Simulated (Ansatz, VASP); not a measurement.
**Ta2N in VASP and in Ansatz**

```xyz
3
Lattice="2.9461 0.0000 0.0000 -1.4730 2.5514 0.0000 0.0000 0.0000 4.6378" Properties=species:S:1:pos:R:3 pbc="T T T"
Ta    1.4730    0.8505    3.4547
Ta    0.0000    1.7009    1.1831
N     0.0000    0.0000    0.0000
```

Change from the starting cell: strain -0.050 along x and y, -0.050 along z, atoms carried along.

Alike in both runs: task single point; functional PBE; k mesh 18 × 18 × 10; occupations gaussian, width 0.15 eV; no spin polarisation.

|  | VASP | Ansatz |
| --- | --- | --- |
| version | VASP 6.6.1 | Ansatz 0.2.0 |
| potentials or method | VASP PAW PBE potentials, release 64 (Ta_pv, N), cutoff 520 eV | scalar-relativistic, plane waves, PAW |
| valence electrons in the cell | 27 | 31 |

```tsv
	VASP	Ansatz	Ansatz less VASP
gap on the k mesh at the Fermi level (eV)	none	none	-
pressure (GPa)	61.4	60.3	-1.11
traceless stress, the component that is largest in VASP (GPa)	0.24	0.29	+0.050
rms of the force components (eV/Å)	0.572	0.533	-0.0394
```

Atom by atom the forces differ by 0.039 eV/Å (rms over components). A gap of «none» marks a metal or a gap that the smearing closes. Both programs put the cell under a high pressure, so it lies far from rest at this level. The functional is the same, so the differences come from potentials, cutoffs and numerics. VASP's potentials hold 27 valence electrons a cell and Ansatz's 31, so a difference there can come from the potentials and not from the codes.

Neither program's run includes spin-orbit coupling. Noted on VASP's run: the cell as given lies far from equilibrium.
